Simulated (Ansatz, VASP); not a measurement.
Two plane-wave programs on GaSb3

Contents of INCAR:

```
SYSTEM = GaSb3
  ALGO = Normal
  EDIFF = 1E-6
  ENCUT = 520
  GGA = PE
  ISIF = 2
  ISMEAR = 0
  IVDW = 12
  LASPH = .TRUE.
  LCHARG = .FALSE.
  LREAL = .FALSE.
  LWAVE = .FALSE.
  NBANDS = 22
  NELM = 80
  PREC = Accurate
  SIGMA = 0.15
```

KPOINTS

```
k-points
0
G
  12 12 12
  0 0 0
```

File POSCAR:

```
GaSb3
1.0
    0.0000000000      3.6478901005      3.6478901005
    3.6478901005      0.0000000000      3.6478901005
    3.6478901005      3.6478901005      0.0000000000
Ga Sb
1 3
Direct
   -0.0205598299     -0.0205598299      0.0205598299
    0.2500000000      0.2500000000      0.2500000000
    0.7500000000      0.7500000000      0.7500000000
    0.5000000000      0.5000000000      0.5000000000
```

Input for Ansatz:

```yaml
crystal:
  lattice:
    - [0.0, 3.6478901005, 3.6478901005]
    - [3.6478901005, 0.0, 3.6478901005]
    - [3.6478901005, 3.6478901005, 0.0]
  atoms:
    - { symbol: Ga, position: [-0.0205598299, -0.0205598299, 0.0205598299] }
    - { symbol: Sb, position: [0.25, 0.25, 0.25] }
    - { symbol: Sb, position: [0.75, 0.75, 0.75] }
    - { symbol: Sb, position: [0.5, 0.5, 0.5] }
basis:
  ecutwfc: 420
kpoints:
  mp_grid: { grid: [12, 12, 12] }
hamiltonian:
  xc: pbe
  dispersion: d3bj
scf:
  occupations: { method: gaussian, width: 0.15 }
output:
  forces: true
  stress: true
  eigenvalues: true
```

Alike in both runs: task single point; functional PBE; dispersion D3(BJ); k mesh 12 × 12 × 12; occupations gaussian, width 0.15 eV; no spin polarisation.

|  | VASP | Ansatz |
| --- | --- | --- |
| version | VASP 6.6.1 | Ansatz 0.2.0 |
| potentials or method | VASP PAW PBE potentials, release 64 (Ga_d, Sb), cutoff 520 eV | scalar-relativistic, plane waves, PAW |
| valence electrons in the cell | 28 | 58 |

```tsv
	VASP	Ansatz	Ansatz less VASP
gap on the k mesh at the Fermi level (eV)	none	none	-
pressure (GPa)	0.5	0.5	+0.08
traceless stress, the component that is largest in VASP (GPa)	-0.09	-0.08	+0.001
rms of the force components (eV/Å)	0.095	0.094	-0.0006
```

Atom by atom the forces differ by 0.001 eV/Å (rms over components). A gap of «none» marks a metal or a gap that the smearing closes. VASP's potentials hold 28 valence electrons a cell and Ansatz's 58, so a difference there can come from the potentials and not from the codes.

Neither program's run includes spin-orbit coupling.
